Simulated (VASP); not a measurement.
# Hf (Fmmm) in VASP: a series of runs, part 2 of 2

VASP 6.6.1. Earlier steps stand in the parts before.

**4. Single point, LDA**

INCAR reads:

```
PREC = Accurate
ENCUT = 520
EDIFF = 1E-7
ISMEAR = 0
SIGMA = 0.15
LREAL = F
LASPH = T
NELM = 100
ALGO = Fast
ISIF = 2
LWAVE = F
LCHARG = T
LELF = T
LVHAR = T
NBANDS = 11
```

KPOINTS reads:

```
regular mesh
0
Gamma
  18 18 18
```

POSCAR reads:

```
Hf
1.0
    0.0000000000      2.3471463175      1.9619501122
    2.2307372776      0.0000000000      1.9619501122
    2.2307372776      2.3471463175      0.0000000000
Hf
1
Direct
    0.0000000000      0.0000000000      0.0000000000
```

Run with:

```sh
cat potpaw_LDA.64/Hf_pv/POTCAR > POTCAR
mpirun -np 1 vasp_std > vasp.out
```

Wall time 2 min (1 thread of Intel Xeon Platinum 8259CL at 2.50GHz (Skylake/Cascade Lake), shared host); peak memory 0.29 GiB.

Results (log left out):

```yaml
Free_energy: -10.5941 eV
Pressure: 0.7 GPa
Band_gap_on_the_k_mesh: zero (bands 5 and 6 overlap by 1.90 eV)
```

Stress tensor (GPa, compression positive):
```
 0.49  0.00  0.00
 0.00 -2.27  0.00
 0.00  0.00  3.87
```

Levels at points of the mesh, in eV from the Fermi level:
| k point | band 2 | band 3 | band 4 | band 5 | band 6 | band 7 | band 8 | band 9 |
| --- | --- | --- | --- | --- | --- | --- | --- | --- |
| (0.00, 0.00, 0.00) | -29.48 | -29.47 | -7.35 | 0.69 | 1.43 | 2.76 | 2.93 | 5.42 |
| (0.50, 0.00, 0.00) | -29.75 | -29.51 | -3.80 | 0.12 | 1.19 | 2.46 | 6.09 | 7.55 |
| (0.50, 0.50, 0.00) | -30.14 | -29.98 | -3.38 | -2.70 | 5.13 | 6.80 | 7.03 | 8.01 |
| (0.50, 0.00, 0.50) | -29.83 | -29.64 | -3.71 | -2.05 | 2.01 | 6.51 | 6.80 | 8.04 |
| (0.00, 0.50, 0.50) | -29.99 | -29.67 | -3.61 | -2.02 | 2.80 | 5.96 | 6.25 | 8.57 |

Caveat: the cell differs from its parent crystal (strain +e along x and -e along y -0.0267, strain +e along z and -e/2 along x and y -0.1000); the stress differs along the axes, from -2 to 4 GPa; spin-orbit coupling is left out, which moves the levels of the heavy elements.

**5. Single point, LDA**

INCAR reads:

```
PREC = Accurate ; ENCUT = 520
EDIFF = 1E-6 ; ISMEAR = 0
SIGMA = 0.15 ; LREAL = F
LASPH = T ; NELM = 60
ALGO = Fast ; ISIF = 2
LWAVE = F ; LCHARG = F
GGA = CA ; NBANDS = 11
```

KPOINTS reads:

```
Automatic mesh
0
Gamma
  18 18 18
```

POSCAR reads:

```
Hf
1.0
    0.0000000000      2.2126437376      2.2889417976
    2.0382481721      0.0000000000      2.2889417976
    2.0382481721      2.2126437376      0.0000000000
Hf
1
Direct
    0.0000000000      0.0000000000      0.0000000000
```

Potentials or basis: VASP PAW LDA potentials, release 64 (Hf_pv).

Run with:

```sh
cat potpaw_LDA.64/Hf_pv/POTCAR > POTCAR
mpirun -np 1 vasp_std > vasp.out
```

OUTCAR:

```text
PREC = Accurate
   ENCUT = 520
   EDIFF = 1E-6
   ISMEAR = 0
   LREAL = F
   LASPH = T
   NELM = 60
   ISIF = 2
   GGA = CA

 ion  position               nearest neighbor table
   1  0.000  0.000  0.000-

  LATTYP: Found a face centered orthorhombic cell.
 ALAT       =     4.0764963442
 B/A-ratio  =     1.0855614973
 C/A-ratio  =     1.1229946524

  Lattice vectors:

 A1 = (   0.0000000000,   2.2126437376,   2.2889417976)
 A2 = (   2.0382481721,   0.0000000000,   2.2889417976)
 A3 = (   2.0382481721,   2.2126437376,   0.0000000000)

Analysis of symmetry for initial positions (statically):
=====================================================================
 Subroutine PRICEL returns:
 Original cell was already a primitive cell.

 Routine SETGRP: Setting up the symmetry group for a
 face centered orthorhombic supercell.

 Subroutine GETGRP returns: Found  8 space group operations
 (whereof  8 operations were pure point group operations)
 out of a pool of  8 trial point group operations.

The static configuration has the point symmetry D_2h.

Analysis of symmetry for dynamics (positions and initial velocities):
=====================================================================
 Subroutine PRICEL returns:
 Original cell was already a primitive cell.

 Routine SETGRP: Setting up the symmetry group for a
 face centered orthorhombic supercell.

 Subroutine GETGRP returns: Found  8 space group operations
 (whereof  8 operations were pure point group operations)
 out of a pool of  8 trial point group operations.

The dynamic configuration has the point symmetry D_2h.

 Subroutine INISYM returns: Found  8 space group operations
 (whereof  8 operations are pure point group operations),
 and found     1 'primitive' translations

----------------------------------------------------------------------------------------

                                     Primitive cell

  volume of cell :      20.6459

  direct lattice vectors                    reciprocal lattice vectors
     0.000000000  2.212643738  2.288941798    -0.245308695  0.225974020  0.218441553
     2.038248172  0.000000000  2.288941798     0.245308695 -0.225974020  0.218441553
     2.038248172  2.212643738  0.000000000     0.245308695  0.225974020 -0.218441553

  length of vectors
     3.183558836  3.064916013  3.008362997     0.398694527  0.398694527  0.398694527

  position of ions in fractional coordinates (direct lattice)
     0.000000000  0.000000000  0.000000000

  ion indices of the primitive-cell ions
   primitive index   ion index
                 1           1

----------------------------------------------------------------------------------------

 KPOINTS: Automatic mesh

Automatic generation of k-mesh.
 Grid dimensions read from file:
 generate k-points for:   18   18   18

 Generating k-lattice:

  Cartesian coordinates                     Fractional coordinates (reciprocal lattice)
    -0.013628261  0.012554112  0.012135642     0.055555556  0.000000000  0.000000000
     0.013628261 -0.012554112  0.012135642     0.000000000  0.055555556  0.000000000
     0.013628261  0.012554112 -0.012135642     0.000000000  0.000000000  0.055555556

  Length of vectors
     0.022149696  0.022149696  0.022149696

  Shift w.r.t. Gamma in fractional coordinates (k-lattice)
     0.000000000  0.000000000  0.000000000

 Subroutine IBZKPT returns following result:
 ===========================================

 Found    865 irreducible k-points:

 Following reciprocal coordinates:
            Coordinates               Weight
  0.000000  0.000000  0.000000      1.000000
  0.055556  0.000000  0.000000      8.000000
  0.111111  0.000000  0.000000      8.000000
  0.166667  0.000000  0.000000      8.000000
  0.222222  0.000000  0.000000      8.000000
  0.277778  0.000000  0.000000      8.000000
[... 16 lines left out ...]
 -0.277778  0.055556 -0.000000      8.000000
 -0.222222  0.055556 -0.000000      8.000000
 [... further k-points ...]
   k-points           NKPTS =    865   k-points in BZ     NKDIM =    865   number of bands    NBANDS=     11
   number of dos      NEDOS =    301   number of ions     NIONS =      1
   total plane-waves  NPLWV =  13824
   dimension x,y,z NGX =    24 NGY =   24 NGZ =   24
   dimension x,y,z NGXF=    48 NGYF=   48 NGZF=   48
   ions per type =               1
   NGX,Y,Z   is equivalent  to a cutoff of  12.53, 13.02, 13.26 a.u.
   NGXF,Y,Z  is equivalent  to a cutoff of  25.07, 26.04, 26.53 a.u.
 SYSTEM =  unknown system
   PREC   = accura    normal or accurate (medium, high low for compatibility)
   ISTART =      0    job   : 0-new  1-cont  2-samecut
   ICHARG =      2    charge: 1-file 2-atom 10-const
   ISPIN  =      1    spin polarized calculation?
   LNONCOLLINEAR =      F non collinear calculations
   LSORBIT =      F    spin-orbit coupling
   LASPH  =      T    aspherical Exc in radial PAW
   ENCUT  =  520.0 eV  38.22 Ry    6.18 a.u.   5.92  5.70  5.59*2*pi/ulx,y,z
   NELM   =     60;   NELMIN=  2; NELMDL= -5     # of ELM steps
   EDIFF  = 0.1E-05   stopping-criterion for ELM
   LREAL  =      F    real-space projection
   EDIFFG = 0.1E-04   stopping-criterion for IOM
   NSW    =      0    number of steps for IOM
   IBRION =     -1    ionic relax: 0-MD 1-quasi-New 2-CG
   NFREE  =      0    steps in history (QN), initial steepest desc. (CG)
   ISIF   =      2    stress and relaxation
   ISYM   =      2    0-nonsym 1-usesym 2-fastsym
   POTIM  = 0.5000    time-step for ionic-motion
   TEBEG  =    0.0;   TEEND  =   0.0 temperature during run
   PSTRESS=    0.0 pullay stress
   NELECT =      10.0000    total number of electrons
   NUPDOWN=      -1.0000    fix difference up-down
   EMIN   =  10.00;   EMAX   =-10.00  energy-range for DOS
   EFERMI =   0.00;   METHOD = LEGACY
   ISMEAR =     0;   SIGMA  =   0.15  broadening in eV -4-tet -1-fermi 0-gaus
   EFERMI_NEDOS =   21; number of points for ismear=-14 and -15
   IALGO  =     68    algorithm
   IMIX   =      4    mixing-type and parameters
     AMIX     =   0.40;   BMIX     =  1.00
     AMIX_MAG =   1.60;   BMIX_MAG =  1.00
  volume/ion in A,a.u.               =      20.65       139.33
  Fermi-wavevector in a.u.,A,eV,Ry     =   1.285673  2.429569 22.489806  1.652954
  Thomas-Fermi vector in A             =   2.417793
   LORBIT       =      0    0 simple, 1 ext, 2 COOP (PROOUT), +10 PAW based schemes
   GGA     = CA    functional components
   LHFCALC =     F    Hartree Fock is set to
   AEXX    =    0.0000 exact exchange contribution
   IVDW    =     0    specifies the selected vdW correction
   LEPSILON=     F    determine dielectric tensor
   LRPA    =     F    only Hartree local field effects (RPA)
 non-spin polarized calculation
 RMM-DIIS sequential band-by-band and
 Gauss-broadening in eV      SIGMA  =   0.15
  energy-cutoff  :      520.00
  volume of cell :       20.65
 maximum number of plane-waves:       571
   NGX = 11   NGY = 11   NGZ = 11

 number of electron      10.0000001 magnetization

 Free energy of the ion-electron system (eV)
  ---------------------------------------------------
  ext. energy  EPLUGINS =         0.00000000
  ---------------------------------------------------
  free energy    TOTEN  =       -10.61833915 eV

  energy without entropy =      -10.60104995  energy(sigma->0) =      -10.60969455

 E-fermi :   5.1720     XC(G=0): -11.8411

 val. band max:        5.1698563654   @ k =   0.2778   0.0556   0.0000
 cond. band min:       5.1734249865   @ k =   0.5000   0.2222   0.2778
 fundamental gap:      0.0035686211
 Fermi energy:         5.1720039929

 k-point     1 :       0.0000    0.0000    0.0000
  band No.  band energies     occupation
      1     -24.3858      2.00000
      2     -24.3711      2.00000
      3     -24.3696      2.00000
      4      -2.2104      2.00000
      5       6.0181      0.00000
      6       6.4871      0.00000
      7       7.3940      0.00000
      8       8.6050      0.00000
      9      10.3421      0.00000
     10      17.0447      0.00000
     11      17.5791      0.00000

 k-point     2 :       0.0556    0.0000    0.0000
  band No.  band energies     occupation
      1     -24.4121      2.00000
      2     -24.3862      2.00000
      3     -24.3729      2.00000
      4      -2.0896      2.00000
      5       6.0280      0.00000
      6       6.4867      0.00000
      7       7.3683      0.00000
      8       8.5698      0.00000
      9      10.2532      0.00000
     10      17.3131      0.00000
     11      17.5790      0.00000
[... 295 lines left out ...]
 k-point    24 :      -0.2222    0.0556   -0.0000
  band No.  band energies     occupation
      1     -24.9416      2.00000
      2     -24.5057      2.00000
      3     -24.3963      2.00000
      4      -0.1539      2.00000
      5       5.2334      0.56251
      6       6.3245      0.00000
      7       7.6788      0.00000
      8       9.2563      0.00000
      9       9.8055      0.00000
     10      17.3658      0.00000
     11      17.5997      0.00000

 [... further k-points ...]
[... 5 lines left out ...]
  --------------------------------------------------------------------------------------
  -------------------------------------------------------------------------------------
  Total        0.4000463     -0.0187232     -0.2422601      0.0000000      0.0000000      0.0000000
  in kB       31.0447081     -1.4529714    -18.8000573      0.0000000      0.0000000      0.0000000
  external PRESSURE =       3.5972264 kB  Pullay stress =       0.0000000 kB

 VOLUME and BASIS-vectors are now :
 -----------------------------------------------------------------------------
  energy-cutoff  :      520.00
  volume of cell :       20.65
      direct lattice vectors                 reciprocal lattice vectors
     0.000000000  2.212643738  2.288941798    -0.245308695  0.225974020  0.218441553
     2.038248172  0.000000000  2.288941798     0.245308695 -0.225974020  0.218441553
     2.038248172  2.212643738  0.000000000     0.245308695  0.225974020 -0.218441553

 POSITION                                       TOTAL-FORCE (eV/Angst)
 -----------------------------------------------------------------------------------
      0.00000      0.00000      0.00000         0.000000     -0.000000      0.000000
 -----------------------------------------------------------------------------------
    total drift:                                0.000000     -0.000000     -0.000000

  FREE ENERGIE OF THE ION-ELECTRON SYSTEM (eV)
  ---------------------------------------------------
  free  energy   TOTEN  =       -10.6183391493 eV

  energy  without entropy=      -10.6010499468  energy(sigma->0) =      -10.60969455
```

OSZICAR:

```text
N       E                     dE             d eps       ncg     rms          rms(c)
DAV:   1     0.126001982644E+02    0.12600E+02   -0.57219E+03 19182   0.848E+02
DAV:   2    -0.105190113268E+02   -0.23119E+02   -0.22363E+02 23927   0.157E+02
DAV:   3    -0.109426128220E+02   -0.42360E+00   -0.41857E+00 24209   0.146E+01
DAV:   4    -0.109439853445E+02   -0.13725E-02   -0.13721E-02 21699   0.979E-01
DAV:   5    -0.109439913813E+02   -0.60367E-05   -0.60359E-05 23802   0.584E-02    0.474E+01
RMM:   6    -0.107033665908E+02    0.24062E+00   -0.15540E-01 19536   0.255E+00    0.277E+01
RMM:   7    -0.106218162722E+02    0.81550E-01   -0.29279E-01 21216   0.356E+00    0.134E+00
RMM:   8    -0.106182174942E+02    0.35988E-02   -0.18430E-02 21176   0.110E+00    0.185E-01
RMM:   9    -0.106183312249E+02   -0.11373E-03   -0.14725E-03 24682   0.332E-01    0.689E-02
RMM:  10    -0.106183366450E+02   -0.54201E-05   -0.17120E-04 25190   0.112E-01    0.248E-02
RMM:  11    -0.106183386445E+02   -0.19995E-05   -0.34613E-05 25344   0.467E-02    0.972E-03
RMM:  12    -0.106183391493E+02   -0.50483E-06   -0.52388E-06 22474   0.161E-02
   1 F= -.10618339E+02 E0= -.10609695E+02  d E =-.172892E-01
```

stdout:

```text
POSCAR found type information on POSCAR Hf
 POSCAR found :  1 types and       1 ions
 scaLAPACK will be used
 LDA part: xc-table for (Slater(with rela. corr.)+CA(PZ))
 , standard interpolation
 POSCAR, INCAR and KPOINTS ok, starting setup
 FFT: planning ... GRIDC
 FFT: planning ... GRID_SOFT
 FFT: planning ... GRID
 WAVECAR not read
 entering main loop
WARNING in EDDRMM: call to ZHEGV failed, returncode =   8  4     11
```

It took 1.8 min on 1 thread of Intel Xeon Platinum 8259CL at 2.50GHz (Skylake/Cascade Lake), shared host; peak memory 0.29 GiB.

Results:

```yaml
Free_energy: -10.6183 eV
Pressure: 0.4 GPa
Band_gap_on_the_k_mesh: zero (bands 5 and 6 overlap by 2.04 eV)
```

Caveat: the cell differs from its parent crystal (strain +e along x and -e along y -0.0400, strain +e along z and -e/2 along x and y +0.0500); spin-orbit coupling is left out, which moves the levels of the heavy elements.

**6. Single point, LDA**

INCAR reads:

```
SYSTEM = Hf
PREC     = Accurate       ! precision mode
ENCUT    = 520            ! plane-wave cutoff, eV
EDIFF    = 1E-6           ! SCF threshold, eV
ISMEAR   = 0              ! smearing method
SIGMA    = 0.15           ! smearing width, eV
LREAL    = .FALSE.        ! projectors in reciprocal space
LASPH    = .TRUE.         ! aspherical terms in the spheres
NELM     = 80             ! most SCF steps
ALGO     = Fast           ! electronic algorithm
ISIF     = 2              ! what is computed and relaxed
LWAVE    = .FALSE.        ! write WAVECAR
LCHARG   = .FALSE.        ! write CHGCAR
NBANDS   = 11             ! bands
```

KPOINTS reads:

```
Automatic mesh
0
G
  18 18 18
  0 0 0
```

POSCAR reads:

```
Hf
1.0
    0.0000000000      2.3179350603      1.9619501122
    2.2599485348      0.0000000000      1.9619501122
    2.2599485348      2.3179350603      0.0000000000
Hf
1
Direct
    0.0000000000      0.0000000000      0.0000000000
```

Potentials or basis: VASP PAW LDA potentials, release 64 (Hf_pv).

Run with:

```sh
cat potpaw_LDA.64/Hf_pv/POTCAR > POTCAR
mpirun -np 1 vasp_std > vasp.out
```

It took 1.8 min on 1 thread of Intel Xeon Platinum 8259CL at 2.50GHz (Skylake/Cascade Lake), shared host; peak memory 0.29 GiB.

It converged, with:

* Free energy: -10.5975 eV
* Pressure: 0.6 GPa
* Band gap on the k mesh: zero (bands 5 and 6 overlap by 2.04 eV)

Stress tensor (GPa, compression positive):
```
-0.18  0.00  0.00
 0.00 -1.65  0.00
 0.00  0.00  3.77
```

Levels at points of the mesh, in eV from the Fermi level:
```tsv
k point	band 2	band 3	band 4	band 5	band 6	band 7	band 8	band 9
(0.00, 0.00, 0.00)	-29.49	-29.49	-7.36	0.86	1.23	2.74	3.01	5.32
(0.50, 0.00, 0.00)	-29.75	-29.53	-3.81	0.13	1.17	2.43	6.07	7.57
(0.50, 0.50, 0.00)	-30.11	-30.03	-3.38	-2.72	5.12	6.85	7.27	7.76
(0.50, 0.00, 0.50)	-29.87	-29.66	-3.68	-2.04	2.19	6.35	6.67	8.15
(0.00, 0.50, 0.50)	-29.96	-29.67	-3.63	-2.03	2.58	6.08	6.40	8.42
```

Caveat: the cell differs from its parent crystal (strain +e along x and -e along y -0.0133, strain +e along z and -e/2 along x and y -0.1000); the stress differs along the axes, from -2 to 4 GPa; spin-orbit coupling is left out, which moves the levels of the heavy elements.

**7. Overview**

| cell | further INCAR settings | gap on the mesh (eV) | pressure (GPa) |
| --- | --- | --- | --- |
| a = 3.033, b = 2.942, c = 3.315 Å, angles 57.6, 55.0, 67.4°, 1 atom | ALGO = Fast; EDIFF = 1e-06; NBANDS = 11 | none | 1.1 |
| a = 3.081, b = 2.949, c = 3.239 Å, angles 59.5, 55.6, 64.9°, 1 atom | ALGO = Fast; EDIFF = 1e-06; NBANDS = 11 | none | 0.8 |
| a = 3.059, b = 2.971, c = 3.238 Å, angles 58.8, 56.2, 64.9°, 1 atom | ALGO = Fast; EDIFF = 1e-07; NBANDS = 11 | none | 0.7 |
| a = 3.184, b = 3.065, c = 3.008 Å, angles 63.2, 59.3, 57.5°, 1 atom | ALGO = Fast; EDIFF = 1e-06; NBANDS = 11 | none | 0.4 |
| a = 3.037, b = 2.993, c = 3.237 Å, angles 58.2, 56.9, 64.9°, 1 atom | ALGO = Fast; EDIFF = 1e-06; NBANDS = 11 | none | 0.6 |

Alike in all rows: task single point; level LDA; potentials or basis VASP PAW LDA potentials, release 64 (Hf_pv); no spin polarisation; k mesh 18 × 18 × 18; cutoff (eV) 520; smearing gaussian 0.15 eV.

Caveats: spin-orbit coupling is left out, which moves the levels of the heavy elements; the stress differs along the axes, from -2 to 4 GPa (at least some runs); the stress differs along the axes, from -3 to 4 GPa (at least some runs).

Total energies depend on the potentials used, so only differences within one code and one set of settings carry meaning.
